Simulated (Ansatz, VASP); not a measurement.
**TiC in VASP and in Ansatz**

The input INCAR:

```
PREC     = Accurate       # precision mode
ENCUT    = 520            # plane-wave cutoff, eV
EDIFF    = 1E-6           # SCF threshold, eV
ISMEAR   = 0              # smearing method
SIGMA    = 0.15           # smearing width, eV
LREAL    = F              # projectors in reciprocal space
LASPH    = T              # aspherical terms in the spheres
NELM     = 80             # most SCF steps
ALGO     = Normal         # electronic algorithm
ISIF     = 2              # what is computed and relaxed
LWAVE    = F              # write WAVECAR
LCHARG   = T              # write CHGCAR
GGA      = PE             # functional
LELF     = T              # ELF
LVHAR    = T            
NBANDS   = 15             # bands
```

File KPOINTS:

```
regular mesh
0
Gamma
  26 26 26
```

The input POSCAR:

```
TiC
1.0
    0.0000000000      2.2870623537      1.9440030006
    2.2870623537      0.0000000000      1.9440030006
    2.2870623537      2.2870623537      0.0000000000
Ti C
1 1
Direct
    0.0000000000      0.0000000000      0.0000000000
    0.5000000000      0.5000000000      0.5000000000
```

Input for Ansatz:

```yaml
crystal:
  lattice:
    - [0.0, 2.2870623537, 1.9440030006]
    - [2.2870623537, 0.0, 1.9440030006]
    - [2.2870623537, 2.2870623537, 0.0]
  atoms:
    - { symbol: Ti, position: [0.0, 0.0, 0.0] }
    - { symbol: C, position: [0.5, 0.5, 0.5] }
basis:
  ecutwfc: 420
kpoints:
  mp_grid: { grid: [26, 26, 26] }
hamiltonian:
  xc: pbe
scf:
  occupations: { method: gaussian, width: 0.15 }
output:
  forces: true
  stress: true
  eigenvalues: true
```

Alike in both runs: task single point; functional PBE; k mesh 26 × 26 × 26; occupations gaussian, width 0.15 eV; no spin polarisation.

|  | VASP | Ansatz |
| --- | --- | --- |
| version | VASP 6.6.1 | Ansatz 0.2.0 |
| potentials or method | VASP PAW PBE potentials, release 64 (Ti_sv, C), cutoff 520 eV | scalar-relativistic, plane waves, PAW |
| valence electrons in the cell | 16 | 16 |

VASP gave:

| Property | Result |
| --- | --- |
| gap on the k mesh at the Fermi level (eV) | none |
| pressure (GPa) | 13.1 |
| traceless stress, the component that is largest in VASP (GPa) | 57.87 |

Q: Estimate Ansatz's values.

A: gap on the k mesh at the Fermi level (eV): none; pressure (GPa): 13.0; traceless stress, the component that is largest in VASP (GPa): 57.73.

A gap of «none» marks a metal or a gap that the smearing closes. With one functional, cell and mesh, what is left measures potentials, basis and numerics.
